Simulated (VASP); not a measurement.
# Si5S (P-62m) in VASP: a series of runs

The runs below take Si5S through single point, relaxation of cell and atoms, with PBE.

All numbers are computed with VASP 6.6.1; they aren't measurements. Logs are shortened: lines on timing, memory, paths and dates and some standing lists are left out, and cuts for length are marked.

## (1) The cell of the first run

It takes space group P-62m (No. 189, hexagonal). The conventional cell has a = 4.764 Å, b = 4.764 Å, c = 4.574 Å, α = 90.00°, β = 90.00°, γ = 120.00°. Within 3.5 Å of Si (site symmetry m2m) lie 10 Si at 2.66 to 2.93 Å and 2 S at 2.84 Å. Si (site symmetry -6) has 3 S at 2.75 Å and 9 Si at 2.75 to 2.76 Å within 3.6 Å. Within 3.6 Å of S (site symmetry -62m) lie 12 Si at 2.75 to 2.84 Å.

## (2) Single point, PBE

INCAR reads:

```
PREC = Accurate
ENCUT = 520
EDIFF = 1E-7
ISMEAR = 0
SIGMA = 0.1
LREAL = False
LASPH = True
NELM = 100
ALGO = Normal
ISIF = 2
LWAVE = False
LCHARG = True
GGA = PE
LELF = True
LVHAR = True
NBANDS = 22
```

KPOINTS reads:

```
regular mesh
0
Gamma
  12 12 8
```

POSCAR reads:

```
Si5S
1.0
    4.7640466699      0.0000000000      0.0000000000
   -2.3820233349      4.1257854410      0.0000000000
    0.0000000000      0.0000000000      4.5737114005
Si S
5 1
Direct
    0.6447793738      0.0000000000      0.0000000000
    0.0000000000      0.6447793738      0.0000000000
    0.3552206262      0.3552206262      0.0000000000
    0.3333333333      0.6666666667      0.5000000000
    0.6666666667      0.3333333333      0.5000000000
    0.0000000000      0.0000000000      0.5000000000
```

Potentials or basis: VASP PAW PBE potentials, release 64 (Si, S).

Started as:

```console
$ cat potpaw_PBE.64/Si/POTCAR potpaw_PBE.64/S/POTCAR > POTCAR
$ mpirun -np 1 vasp_std > vasp.out
```

OUTCAR:

```text
PREC = Accurate
   ENCUT = 520
   EDIFF = 1E-7
   ISMEAR = 0
   LREAL = False
   LASPH = True
   NELM = 100
   ISIF = 2
   GGA = PE

 ion  position               nearest neighbor table
   1  0.645  0.000  0.000-   3 2.66   2 2.66   3 2.66   2 2.66   5 2.76   5 2.76   4 2.76   4 2.76
                             6 2.84   6 2.84   2 2.93   3 2.93
   2  0.000  0.645  0.000-   3 2.66   3 2.66   1 2.66   1 2.66   4 2.76   4 2.76   5 2.76   5 2.76
                             6 2.84   6 2.84   1 2.93   3 2.93
   3  0.355  0.355  0.000-   2 2.66   1 2.66   2 2.66   1 2.66   5 2.76   5 2.76   4 2.76   4 2.76
                             6 2.84   6 2.84   1 2.93   2 2.93
   4  0.333  0.667  0.500-   6 2.75   5 2.75   5 2.75   6 2.75   6 2.75   5 2.75   2 2.76   2 2.76
                             1 2.76   1 2.76   3 2.76   3 2.76
   5  0.667  0.333  0.500-   6 2.75   4 2.75   4 2.75   6 2.75   6 2.75   4 2.75   1 2.76   1 2.76
                             2 2.76   2 2.76   3 2.76   3 2.76
   6  0.000  0.000  0.500-   4 2.75   5 2.75   5 2.75   4 2.75   5 2.75   4 2.75   1 2.84   1 2.84
                             2 2.84   2 2.84   3 2.84   3 2.84

  LATTYP: Found a hexagonal cell.
 ALAT       =     4.7640466699
 C/A-ratio  =     0.9600475641

  Lattice vectors:

 A1 = (   4.7640466699,   0.0000000000,   0.0000000000)
 A2 = (  -2.3820233349,   4.1257854410,   0.0000000000)
 A3 = (   0.0000000000,   0.0000000000,   4.5737114005)

Analysis of symmetry for initial positions (statically):
=====================================================================
 Subroutine PRICEL returns:
 Original cell was already a primitive cell.

 Routine SETGRP: Setting up the symmetry group for a
 hexagonal supercell.

 Subroutine GETGRP returns: Found 12 space group operations
 (whereof 12 operations were pure point group operations)
 out of a pool of 24 trial point group operations.

The static configuration has the point symmetry D_3h.

Analysis of symmetry for dynamics (positions and initial velocities):
=====================================================================
 Subroutine PRICEL returns:
 Original cell was already a primitive cell.

 Routine SETGRP: Setting up the symmetry group for a
 hexagonal supercell.

 Subroutine GETGRP returns: Found 12 space group operations
 (whereof 12 operations were pure point group operations)
 out of a pool of 24 trial point group operations.

The dynamic configuration has the point symmetry D_3h.

 Subroutine INISYM returns: Found 12 space group operations
 (whereof 12 operations are pure point group operations),
 and found     1 'primitive' translations

[... 105 lines left out ...]
   NSW    =      0    number of steps for IOM
   IBRION =     -1    ionic relax: 0-MD 1-quasi-New 2-CG
   NFREE  =      0    steps in history (QN), initial steepest desc. (CG)
   ISIF   =      2    stress and relaxation
   ISYM   =      2    0-nonsym 1-usesym 2-fastsym
   POTIM  = 0.5000    time-step for ionic-motion
   TEBEG  =    0.0;   TEEND  =   0.0 temperature during run
   PSTRESS=    0.0 pullay stress
   NELECT =      26.0000    total number of electrons
   NUPDOWN=      -1.0000    fix difference up-down
   EMIN   =  10.00;   EMAX   =-10.00  energy-range for DOS
   EFERMI =   0.00;   METHOD = LEGACY
   ISMEAR =     0;   SIGMA  =   0.10  broadening in eV -4-tet -1-fermi 0-gaus
   EFERMI_NEDOS =   21; number of points for ismear=-14 and -15
   IALGO  =     38    algorithm
   IMIX   =      4    mixing-type and parameters
     AMIX     =   0.40;   BMIX     =  1.00
     AMIX_MAG =   1.60;   BMIX_MAG =  1.00
  volume/ion in A,a.u.               =      14.98       101.11
  Fermi-wavevector in a.u.,A,eV,Ry     =   1.082635  2.045884 15.947375  1.172099
  Thomas-Fermi vector in A             =   2.218682
   LORBIT       =      0    0 simple, 1 ext, 2 COOP (PROOUT), +10 PAW based schemes
   GGA     = PE    functional components
   LHFCALC =     F    Hartree Fock is set to
   AEXX    =    0.0000 exact exchange contribution
   IVDW    =     0    specifies the selected vdW correction
   LEPSILON=     F    determine dielectric tensor
   LRPA    =     F    only Hartree local field effects (RPA)
 non-spin polarized calculation
 Gauss-broadening in eV      SIGMA  =   0.10
  energy-cutoff  :      520.00
  volume of cell :       89.90
 maximum number of plane-waves:      2445
 NGX is ok and might be reduce to    36
   NGX = 17   NGY = 17   NGZ = 17

 number of electron      26.0000000 magnetization

 Free energy of the ion-electron system (eV)
  ---------------------------------------------------
  ext. energy  EPLUGINS =         0.00000000
  ---------------------------------------------------
  free energy    TOTEN  =       -27.98013056 eV

  energy without entropy =      -27.96908311  energy(sigma->0) =      -27.97460684

 E-fermi :   9.5461     XC(G=0): -11.1017

 val. band max:        9.5423530470   @ k =   0.5000   0.0000   0.0000
 cond. band min:       9.5629543719   @ k =   0.2500   0.0833   0.2500
 fundamental gap:      0.0206013249
 Fermi energy:         9.5461057236

 k-point     1 :       0.0000    0.0000    0.0000
  band No.  band energies     occupation
      1      -5.8124      2.00000
      2      -1.3003      2.00000
      3       2.4111      2.00000
      4       2.7702      2.00000
      5       3.0805      2.00000
      6       3.0851      2.00000
[... 589 lines left out ...]
     21      14.5449      0.00000
     22      15.8802      0.00000

 [... further k-points ...]
[... 5 lines left out ...]
  --------------------------------------------------------------------------------------
  -------------------------------------------------------------------------------------
  Total       -0.0186061     -0.0186061     -0.0196895     -0.0000000     -0.0000000     -0.0000000
  in kB       -0.3315994     -0.3315994     -0.3509092     -0.0000000     -0.0000000     -0.0000000
  external PRESSURE =      -0.3380360 kB  Pullay stress =       0.0000000 kB

 VOLUME and BASIS-vectors are now :
 -----------------------------------------------------------------------------
  energy-cutoff  :      520.00
  volume of cell :       89.90
      direct lattice vectors                 reciprocal lattice vectors
     4.764046670  0.000000000  0.000000000     0.209905584  0.121189046  0.000000000
    -2.382023335  4.125785441  0.000000000     0.000000000  0.242378091  0.000000000
     0.000000000  0.000000000  4.573711400     0.000000000  0.000000000  0.218640818

 POSITION                                       TOTAL-FORCE (eV/Angst)
 -----------------------------------------------------------------------------------
      3.07176      0.00000      0.00000        -0.003139     -0.000000     -0.000000
     -1.53588      2.66022      0.00000         0.001570     -0.002719      0.000000
      0.84614      1.46556      0.00000         0.001570      0.002719      0.000000
     -0.00000      2.75052      2.28686         0.000000     -0.000000     -0.000000
      2.38202      1.37526      2.28686        -0.000000     -0.000000     -0.000000
      0.00000      0.00000      2.28686        -0.000000     -0.000000     -0.000000
 -----------------------------------------------------------------------------------
    total drift:                                0.000000      0.000000      0.000000

  FREE ENERGIE OF THE ION-ELECTRON SYSTEM (eV)
  ---------------------------------------------------
  free  energy   TOTEN  =       -27.9801305616 eV

  energy  without entropy=      -27.9690831127  energy(sigma->0) =      -27.97460684
```

OSZICAR:

```text
N       E                     dE             d eps       ncg     rms          rms(c)
DAV:   1     0.577226274279E+02    0.57723E+02   -0.10737E+04  4180   0.102E+03
DAV:   2    -0.235013425078E+02   -0.81224E+02   -0.77060E+02  5302   0.153E+02
DAV:   3    -0.280682263103E+02   -0.45669E+01   -0.44868E+01  5510   0.317E+01
DAV:   4    -0.281199663448E+02   -0.51740E-01   -0.51679E-01  5000   0.408E+00
DAV:   5    -0.281205072603E+02   -0.54092E-03   -0.54082E-03  5432   0.396E-01    0.108E+01
DAV:   6    -0.280168208663E+02    0.10369E+00   -0.81744E-02  5052   0.123E+00    0.643E+00
DAV:   7    -0.279816416290E+02    0.35179E-01   -0.10128E-01  5132   0.134E+00    0.434E-01
DAV:   8    -0.279801015322E+02    0.15401E-02   -0.11925E-02  4930   0.524E-01    0.231E-01
DAV:   9    -0.279801285464E+02   -0.27014E-04   -0.45870E-04  5410   0.101E-01    0.114E-01
DAV:  10    -0.279801309151E+02   -0.23687E-05   -0.36585E-05  4952   0.287E-02    0.197E-02
DAV:  11    -0.279801311004E+02   -0.18530E-06   -0.35969E-06  5242   0.982E-03    0.513E-03
DAV:  12    -0.279801308132E+02    0.28727E-06   -0.30254E-07  4918   0.279E-03    0.292E-03
DAV:  13    -0.279801306586E+02    0.15456E-06   -0.72373E-08  3284   0.128E-03    0.103E-03
DAV:  14    -0.279801305570E+02    0.10159E-06   -0.15202E-08  2948   0.673E-04    0.207E-04
DAV:  15    -0.279801305616E+02   -0.46325E-08   -0.14093E-09  2810   0.226E-04
   1 F= -.27980131E+02 E0= -.27974607E+02  d E =-.110474E-01
```

It took 61 s on 1 thread of Intel Xeon 6975P-C (Granite Rapids), shared host; peak memory 0.28 GiB.

Results:

* Free energy: -27.9801 eV
* Pressure: 0.0 GPa
* Largest force: 0.003 eV/Å
* Band gap on the k mesh: zero (band 13 reaches 11.05 eV, above the bottom of band 14 at 6.27 eV)

Forces in eV/Å, atoms in the order of the input:
```
Si  -0.003  0.000  0.000
Si   0.002 -0.003  0.000
Si   0.002  0.003  0.000
Si   0.000  0.000  0.000
Si   0.000  0.000  0.000
S    0.000  0.000  0.000
```

(Continued in part 2 of 2.)
